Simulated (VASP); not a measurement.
LaC, 2 atoms in the cell. It takes space group F-43m (No. 216, cubic). Conventional cell: a = 5.702 Å, b = 5.702 Å, c = 5.702 Å, α = 90.00°, β = 90.00°, γ = 90.00°. La (site symmetry -43m) has 4 C at 2.47 Å within 3.3 Å. C (site symmetry -43m) has 4 La at 2.47 Å within 3.3 Å. 

- Program: VASP 6.6.1
- Task: vibrations by perturbation theory
- Functional: PBEsol
- Potentials or basis: VASP PAW PBE potentials, release 64 (La, C)
- Cutoff: 520 eV
- k mesh: 10 × 10 × 10
- Occupations: gaussian, width 0.15 eV
- Spin: no spin polarisation
- Dipole correction: no
- Further INCAR settings: ALGO = Normal; EDIFF = 1e-08; NBANDS = 14; IBRION = 8; NSW = 1

Potentials or basis: VASP PAW PBE potentials, release 64 (La, C).

The run is started by

```console
$ cat potpaw_PBE.64/La/POTCAR potpaw_PBE.64/C/POTCAR > POTCAR
$ mpirun -np 1 vasp_std > vasp.out
```

Hardware: 1 thread of AMD EPYC 7R43 64-Core Processor (Zen 3), on a shared host.

Task: How long does it take, and how much memory?

Result: Wall time 14 min on 1 thread of AMD EPYC 7R43 64-Core Processor (Zen 3), on a shared host, peak memory 0.38 GiB. Counts: scf iterations 71, k points 47.
